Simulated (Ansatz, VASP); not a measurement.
# One calculation of HfN, two programs

Contents of POSCAR:

```
HfN
1.0
    0.0000000000      2.1742875000      2.1742875000
    2.2590000000     -0.0847125000      2.2590000000
    2.2590000000      2.2590000000     -0.0847125000
Hf N
1 1
Direct
    0.0000000000      0.0000000000      0.0000000000
    0.5000000000      0.5000000000      0.5000000000
```

Contents of INCAR.step1:

```
SYSTEM = HfN
PREC     = Accurate       ! precision mode
ENCUT    = 520            ! plane-wave cutoff, eV
ISMEAR   = 0              ! smearing method
SIGMA    = 0.15           ! smearing width, eV
LREAL    = .FALSE.        ! projectors in reciprocal space
LASPH    = .TRUE.         ! aspherical terms in the spheres
NELM     = 100            ! most SCF steps
NBANDS   = 14             ! bands
GGA      = PE             ! functional
ALGO     = Normal         ! electronic algorithm
EDIFF    = 1E-4           ! SCF threshold, eV
LWAVE    = .TRUE.         ! write WAVECAR
LCHARG   = .FALSE.        ! write CHGCAR
```

INCAR.step2

```
SYSTEM = HfN
PREC     = Accurate       ! precision mode
ENCUT    = 520            ! plane-wave cutoff, eV
EDIFF    = 1E-7           ! SCF threshold, eV
ISMEAR   = 0              ! smearing method
SIGMA    = 0.15           ! smearing width, eV
LREAL    = .FALSE.        ! projectors in reciprocal space
LASPH    = .TRUE.         ! aspherical terms in the spheres
NELM     = 100            ! most SCF steps
ALGO     = Normal         ! electronic algorithm
ISIF     = 2              ! what is computed and relaxed
LWAVE    = .FALSE.        ! write WAVECAR
LCHARG   = .TRUE.         ! write CHGCAR
METAGGA  = R2SCAN         ! meta-GGA
LMIXTAU  = .TRUE.       
LELF     = .TRUE.         ! ELF
LVHAR    = .TRUE.       
NBANDS   = 14             ! bands
ISTART   = 1
```

File KPOINTS:

```
Automatic mesh
0
G
  18 18 18
  0 0 0
```

Input for Ansatz:

```yaml
crystal:
  lattice:
    - [0.0, 2.1742875, 2.1742875]
    - [2.259, -0.0847125, 2.259]
    - [2.259, 2.259, -0.0847125]
  atoms:
    - { symbol: Hf, position: [0.0, 0.0, 0.0] }
    - { symbol: "N", position: [0.5, 0.5, 0.5] }
basis:
  ecutwfc: 500
kpoints:
  mp_grid: { grid: [18, 18, 18] }
hamiltonian:
  xc: r2scan
scf:
  occupations: { method: gaussian, width: 0.15 }
output:
  forces: true
  stress: true
  eigenvalues: true
```

Change from the starting cell: strain -0.0750 x Voigt [0, 0, 0, 1, 0, 0], atoms carried along.

Alike in both runs: task single point; functional r2SCAN; k mesh 18 × 18 × 18; occupations gaussian, width 0.15 eV; no spin polarisation.

|  | VASP | Ansatz |
| --- | --- | --- |
| version | VASP 6.6.1 | Ansatz 0.2.0 |
| potentials or method | VASP PAW PBE potentials, release 64 (Hf_pv, N), cutoff 520 eV | scalar-relativistic, plane waves, PAW |
| valence electrons in the cell | 15 | 31 |

Ansatz gave:

```
gap on the k mesh at the Fermi level (eV)                     : none
pressure (GPa)                                                : 1.9
traceless stress, the component that is largest in VASP (GPa) : 10.01
```

What did VASP give for the same quantities?

gap on the k mesh at the Fermi level (eV): none; pressure (GPa): -0.7; traceless stress, the component that is largest in VASP (GPa): 10.20.

VASP's potentials were made for PBE, not for r2SCAN. A gap of «none» marks a metal or a gap that the smearing closes. With one functional, cell and mesh, what is left measures potentials, basis and numerics. VASP's potentials hold 15 valence electrons a cell and Ansatz's 31, so a difference there can come from the potentials and not from the codes.

Spin-orbit coupling is off throughout.
